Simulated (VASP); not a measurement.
# InSb (F-43m) in VASP: further runs, part 2 of 2

VASP 6.6.1. The steps go on from the part before.

## (4) Vibrations by perturbation theory, PBE (37.28 Å³/atom)

This run uses another cell than the first one, of 37.28 Å³/atom.

Input file INCAR:

```
PREC = Accurate ; ENCUT = 520
EDIFF = 1E-8 ; ISMEAR = -1
SIGMA = 0.15 ; LREAL = False
LASPH = True ; NELM = 80
ALGO = Normal ; ISIF = 2
LWAVE = False ; LCHARG = True
GGA = PE ; NBANDS = 16
IBRION = 8 ; NSW = 1
```

Input file KPOINTS:

```
regular mesh
0
Gamma
  12 12 12
```

Input file POSCAR:

```
InSb
1.0
    0.0000000000      3.3405520358      3.3405520358
    3.3405520358      0.0000000000      3.3405520358
    3.3405520358      3.3405520358      0.0000000000
In Sb
1 1
Direct
    0.0000000000      0.0000000000      0.0000000000
    0.7500000000      0.7500000000      0.7500000000
```

Potentials or basis: VASP PAW PBE potentials, release 64 (In_d, Sb).

Started as:

```sh
$ cat potpaw_PBE.64/In_d/POTCAR potpaw_PBE.64/Sb/POTCAR > POTCAR
$ mpirun -np 1 vasp_std > vasp.out
```

OUTCAR:

```text
PREC = Accurate
   ENCUT = 520
   EDIFF = 1E-8
   ISMEAR = -1
   LREAL = False
   LASPH = True
   NELM = 80
   ISIF = 2
   GGA = PE
   IBRION = 8
   NSW = 1

 ion  position               nearest neighbor table
   1  0.000  0.000  0.000-   2 2.89   2 2.89   2 2.89   2 2.89
   2  0.750  0.750  0.750-   1 2.89   1 2.89   1 2.89   1 2.89

  LATTYP: Found a face centered cubic cell.
 ALAT       =     6.6811040716

  Lattice vectors:

 A1 = (   0.0000000000,   3.3405520358,   3.3405520358)
 A2 = (   3.3405520358,   0.0000000000,   3.3405520358)
 A3 = (   3.3405520358,   3.3405520358,   0.0000000000)

Analysis of symmetry for initial positions (statically):
=====================================================================
 Subroutine PRICEL returns:
 Original cell was already a primitive cell.

 Routine SETGRP: Setting up the symmetry group for a
 face centered cubic supercell.

 Subroutine GETGRP returns: Found 24 space group operations
 (whereof 24 operations were pure point group operations)
[... 680 lines left out ...]

 INTERNAL STRAIN TENSOR  FOR ION    2  DIRECTION 1   (eV/Angst):
 -----------------------------------------------------------------------------
    -0.00142  0.00000  0.00000
     0.00000  0.00242  5.32864
     0.00000  5.32864  0.00242

 INTERNAL STRAIN TENSOR FOR ION    2 for displacements in x,y,z  (eV/Angst):
          X           Y           Z          XY          YZ          ZX
  --------------------------------------------------------------------------------
  x     0.00000     0.00000     0.00000     0.00000     5.32864     0.00000
  y     0.00000     0.00000     0.00000     0.00000     0.00000     5.32864
  z     0.00000     0.00000     0.00000     5.32864     0.00000     0.00000

 SECOND DERIVATIVES (NOT SYMMETRIZED)
 ------------------------------------
               1X          1Y          1Z          2X          2Y          2Z
  1X    -5.523858    0.000000    0.000000    5.523858    0.000000    0.000000
  1Y     0.000000   -5.523858    0.000000    0.000000    5.523858    0.000000
  1Z     0.000000    0.000000   -5.523858    0.000000    0.000000    5.523858
  2X     5.505725    0.000000    0.000000   -5.505725    0.000000    0.000000
  2Y     0.000000    5.505725    0.000000    0.000000   -5.505725    0.000000
  2Z     0.000000    0.000000    5.505725    0.000000    0.000000   -5.505725

 Eigenvectors and eigenvalues of the dynamical matrix
 ----------------------------------------------------

   1 f  =    4.775979 THz    30.008364 2PiTHz  159.309526 cm-1    19.751855 meV
             X         Y         Z           dx          dy          dz
      0.000000  0.000000  0.000000     0.000000    0.000000   -0.717961
      5.010828  5.010828  5.010828     0.000000   -0.000000    0.696083
[... 21 lines left out ...]
   6 f/i=    0.003924 THz     0.024656 2PiTHz    0.130894 cm-1     0.016229 meV
             X         Y         Z           dx          dy          dz
      0.000000  0.000000  0.000000    -0.452328    0.496889   -0.181747
      5.010828  5.010828  5.010828    -0.466545    0.512507   -0.187459

--------------------------------------------------------------------------------------------------------

 ELASTIC MODULI CONTR FROM IONIC RELAXATION (kBar)
 Direction    XX          YY          ZZ          XY          YZ          ZX
 --------------------------------------------------------------------------------
 XX          -0.0000     -0.0000     -0.0000      0.0000      0.0000      0.0000
 YY          -0.0000     -0.0000     -0.0000      0.0000      0.0000      0.0000
 ZZ          -0.0000     -0.0000     -0.0000      0.0000      0.0000      0.0000
 XY           0.0000      0.0000      0.0000   -111.6719      0.0000     -0.0000
 YZ           0.0000      0.0000      0.0000      0.0000   -111.6719      0.0000
 ZX           0.0000      0.0000      0.0000     -0.0000      0.0000   -111.6719
 --------------------------------------------------------------------------------
```

OSZICAR:

```text
N       E                     dE             d eps       ncg     rms          rms(c)
DAV:   1     0.113412823875E+03    0.11341E+03   -0.78157E+03  2304   0.108E+03
DAV:   2     0.542282290055E+00   -0.11287E+03   -0.10932E+03  2560   0.279E+02
DAV:   3    -0.682910286679E+01   -0.73714E+01   -0.73415E+01  2952   0.731E+01
DAV:   4    -0.703437675348E+01   -0.20527E+00   -0.20524E+00  2864   0.143E+01
[... 43 lines left out ...]
RMM:   6    -0.270929159883E-01    0.33108E-05   -0.92677E-07 16605   0.633E-03    0.120E-03
RMM:   7    -0.270916435294E-01    0.12725E-05   -0.15140E-07 17252   0.254E-03    0.415E-04
RMM:   8    -0.270921942584E-01   -0.55073E-06   -0.47031E-08 16934   0.101E-03    0.190E-04
RMM:   9    -0.270924650657E-01   -0.27081E-06   -0.70931E-08 17398   0.413E-04    0.422E-05
RMM:  10    -0.270924562709E-01    0.87948E-08    0.92664E-09 19408   0.166E-04    0.482E-05
 Linear response finished
```

Wall time 6.3 min (1 thread of Intel Xeon 6975P-C (Granite Rapids), shared host); peak memory 0.8 GiB.

What came out:

* Highest phonon frequency at Γ, LO-TO splitting left out: 159 cm⁻¹

Phonon frequencies in cm⁻¹ (negative: imaginary):
```csv
q point,frequencies
"(0.000, 0.000, 0.000)",0 0 0 159 159 159
```

Caveat: spin-orbit coupling is left out, which moves the levels of the heavy elements.

## (5) Elastic constants, PBE

This run uses another cell than the first one, of 36.55 Å³/atom.

Input file INCAR:

```
PREC = Accurate
ENCUT = 600
EDIFF = 1E-8
ISMEAR = -1
SIGMA = 0.15
LREAL = F
LASPH = T
NELM = 80
ALGO = Normal
ISIF = 3
LWAVE = F
LCHARG = T
GGA = PE
IBRION = 6
NFREE = 2
POTIM = 0.015
NSW = 1
```

KPOINTS is that of step 4.

Input file POSCAR:

```
InSb
1.0
    0.0000000000      3.3185740818      3.3185740818
    3.3185740818      0.0000000000      3.3185740818
    3.3185740818      3.3185740818      0.0000000000
In Sb
1 1
Direct
    0.0000000000      0.0000000000      0.0000000000
    0.2500000000      0.2500000000      0.2500000000
```

Started as:

```sh
$ cat potpaw_PBE.64/In_d/POTCAR potpaw_PBE.64/Sb/POTCAR > POTCAR
$ mpirun -np 1 vasp_std > vasp.out
```

Wall time 86 min (1 thread of Oxide Virtual Turin-like, shared host); peak memory 0.99 GiB.

It converged, with:

* Elastic constants C11, C12, C44: 54, 28, 25 GPa
* Voigt bulk modulus: 36 GPa
* Highest phonon frequency at Γ, LO-TO splitting left out: 164 cm⁻¹

Phonon frequencies in cm⁻¹ (negative: imaginary):
```
              q point        frequencies
(0.000, 0.000, 0.000)  0 0 0 164 164 164
```

Elastic tensor in Voigt notation (GPa, in the Cartesian axes of the cell as first typed):
```
54 28 28  0  0  0
28 54 28  0  0  0
28 28 54  0  0  0
 0  0  0 25  0  0
 0  0  0  0 25  0
 0  0  0  0  0 25
```

Clamped-ion elastic tensor (GPa):
```
54 28 28  0  0  0
28 54 28  0  0  0
28 28 54  0  0  0
 0  0  0 39  0  0
 0  0  0  0 39  0
 0  0  0  0  0 39
```

Caveat: spin-orbit coupling is left out, which moves the levels of the heavy elements.
